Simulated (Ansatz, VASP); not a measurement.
**One calculation of CeO2, two programs**

Contents of INCAR:

```
SYSTEM = CeO2
ALGO = Normal ; EDIFF = 1E-7
ENCUT = 520 ; GGA = PE
ISIF = 2 ; ISMEAR = -1
LASPH = .True. ; LCHARG = .False.
LREAL = .False. ; LWAVE = .False.
NBANDS = 19 ; NELM = 60
PREC = Accurate ; SIGMA = 0.05
```

Contents of KPOINTS:

```
k-points
0
Gamma
  4 4 4
  0 0 0
```

The input POSCAR:

```
CeO2
1.0
    0.0000000000      2.7300000000      2.7300000000
    2.7300000000      0.0000000000      2.7300000000
    2.7300000000      2.7300000000      0.0000000000
Ce O
1 2
Direct
    0.0063445085      0.0063445085      0.0063445085
    0.2500000000      0.2500000000      0.2500000000
    0.7500000000      0.7500000000      0.7500000000
```

Input for Ansatz:

```yaml
crystal:
  lattice:
    - [0.0, 2.73, 2.73]
    - [2.73, 0.0, 2.73]
    - [2.73, 2.73, 0.0]
  atoms:
    - { symbol: Ce, position: [0.0063445085, 0.0063445085, 0.0063445085] }
    - { symbol: O, position: [0.25, 0.25, 0.25] }
    - { symbol: O, position: [0.75, 0.75, 0.75] }
kpoints:
  mp_grid: { grid: [4, 4, 4] }
hamiltonian:
  xc: pbe
  pseudopotentials:
    kind: paw
    azcp:
      Ce: "pseudopotentials/pbe/paw/ansatz_paw_generated_hard_1/Ce.paw.azcp"
      O: "pseudopotentials/pbe/paw/ansatz_paw_generated_hard_1/O.paw.azcp"
scf:
  occupations: { method: fermi_dirac, width: 0.05 }
  convergence: { dr2_threshold: "1e-10 eV" }
output:
  forces: true
  stress: true
  eigenvalues: true
```

Alike in both runs: task single point; functional PBE; k mesh 4 × 4 × 4; occupations fermi-dirac, width 0.05 eV; no spin polarisation.

|  | VASP | Ansatz |
| --- | --- | --- |
| version | VASP 6.6.1 | Ansatz 0.2.0 development build |
| potentials or method | VASP PAW PBE potentials, release 64 (Ce, O) | plane waves, PAW datasets (generated hard set |
| plane-wave cutoff (eV) | 520 | 700 |
| valence electrons in the cell | 24 | 34 |

VASP gave:

| Item | Value |
| --- | --- |
| gap on the k mesh at the Fermi level (eV) | 1.88 |
| least direct gap on the mesh (eV) | 1.98 |
| rms of the force components (eV/Å) | 0.157 |

Problem. Estimate Ansatz's values.

Solution. gap on the k mesh at the Fermi level (eV): 1.93; least direct gap on the mesh (eV): 2.03; rms of the force components (eV/Å): 0.155.

Atom by atom the forces differ by 0.002 eV/Å (rms over components). VASP's potentials hold 24 valence electrons a cell and Ansatz's 34, so a difference there can come from the potentials and not from the codes. Ansatz's warnings: cutoff auto derived.

The k mesh is coarse, so the values compare programs but aren't converged. Spin-orbit coupling is off throughout.
